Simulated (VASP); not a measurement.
Set up this calculation in VASP 6.6.1, as the native input.

```
Task                   : single point
Functional             : r2SCAN
Potentials or basis    : VASP PAW PBE potentials, release 64 (P)
Cutoff                 : 520 eV
k mesh                 : 8 × 8 × 6
Occupations            : fermi-dirac, width 0.05 eV
Spin                   : no spin polarisation
Dipole correction      : no
Further INCAR settings : ALGO = Normal; EDIFF = 1e-06; NBANDS = 18
```

The system is P.

```
CELL_PARAMETERS angstrom
1.64774 -5.46504 0.00000
1.64774 5.46504 0.00000
0.00000 0.00000 4.54364
ATOMIC_POSITIONS crystal
P 0.90414 0.09586 0.58882
P 0.09586 0.90414 0.41118
P 0.59586 0.40414 0.08882
P 0.40414 0.59586 0.91118
```

One way to write it, as run:

POSCAR

```
P
1.0
    1.6477431241     -5.4650377251      0.0000000000
    1.6477431241      5.4650377251      0.0000000000
    0.0000000000      0.0000000000      4.5436355900
P
4
Direct
    0.9041431300      0.0958568700      0.5888151700
    0.0958568700      0.9041431300      0.4111848300
    0.5958568700      0.4041431300      0.0888151700
    0.4041431300      0.5958568700      0.9111848300
```

INCAR.step1

```
ALGO     = Normal         # electronic algorithm
EDIFF    = 1E-4           # SCF threshold, eV
ENCUT    = 520            # plane-wave cutoff, eV
GGA      = PE             # functional
ISMEAR   = -1             # smearing method
LASPH    = True           # aspherical terms in the spheres
LCHARG   = False          # write CHGCAR
LREAL    = False          # projectors in reciprocal space
LWAVE    = True           # write WAVECAR
NBANDS   = 18             # bands
NELM     = 60             # most SCF steps
PREC     = Accurate       # precision mode
SIGMA    = 0.05           # smearing width, eV
```

INCAR.step2

```
ALGO     = Normal         # electronic algorithm
EDIFF    = 1E-6           # SCF threshold, eV
ENCUT    = 520            # plane-wave cutoff, eV
ISIF     = 2              # what is computed and relaxed
ISMEAR   = -1             # smearing method
ISTART   = 1            
LASPH    = True           # aspherical terms in the spheres
LCHARG   = False          # write CHGCAR
LMIXTAU  = True         
LREAL    = False          # projectors in reciprocal space
LWAVE    = False          # write WAVECAR
METAGGA  = R2SCAN         # meta-GGA
NBANDS   = 18             # bands
NELM     = 60             # most SCF steps
PREC     = Accurate       # precision mode
SIGMA    = 0.05           # smearing width, eV
```

KPOINTS

```
k-points
0
Gamma
  8 8 6
```

Potentials or basis: VASP PAW PBE potentials, release 64 (P).

The run is started by

```sh
$ cat potpaw_PBE.64/P/POTCAR > POTCAR
$ cp INCAR.step1 INCAR
$ mpirun -np 1 vasp_std > vasp.out
$ cp INCAR.step2 INCAR
$ mpirun -np 1 vasp_std > vasp.out
```

Results of the run:

The pressure is 0.0 GPa and the largest force is 0.012 eV/Å. The band gap on the k mesh is 0.26 eV, direct.

Caveat: the PAW data sets were made with another functional, which shifts forces and pressure a little.

Run time: 4.6 min on 1 thread of Intel(R) Xeon(R) 6975P-C (Granite Rapids) (shared host), peak memory 0.29 GiB.
